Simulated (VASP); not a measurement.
Input of a VASP 6.6.1 run:

Contents of INCAR:

```
SYSTEM = Ti
PREC = Accurate
ENCUT = 520
EDIFF = 1E-6
ISMEAR = 0
SIGMA = 0.15
LREAL = .FALSE.
LASPH = .TRUE.
NELM = 80
ALGO = Fast
ISIF = 2
LWAVE = .FALSE.
LCHARG = .FALSE.
GGA = PS
NBANDS = 12
```

Contents of KPOINTS:

```
regular mesh
0
G
  22 22 22
  0 0 0
```

Contents of POSCAR:

```
Ti
1.0
   -1.6145276289      1.6145276289      1.6952540104
    1.6145276289     -1.6145276289      1.6952540104
    1.6145276289      1.6145276289     -1.6952540104
Ti
1
Direct
    0.0000000000      0.0000000000      0.0000000000
```

Potentials or basis: VASP PAW PBE potentials, release 64 (Ti_sv).

Launch:

```sh
$ cat potpaw_PBE.64/Ti_sv/POTCAR > POTCAR
$ mpirun -np 1 vasp_std > vasp.out
```

Problem. What does it give for the pressure?

Solution. -6.8 GPa.

Problem. What does it give for the band gap on the k mesh?

Solution. Zero (band 6 reaches 8.71 eV, above the bottom of band 7 at 7.16 eV).

Stress tensor (GPa, compression positive):
```
-7.16  0.00  0.00
 0.00 -7.16  0.00
 0.00  0.00 -6.14
```

Caveat: the PAW data sets were made with another functional, which shifts forces and pressure a little.
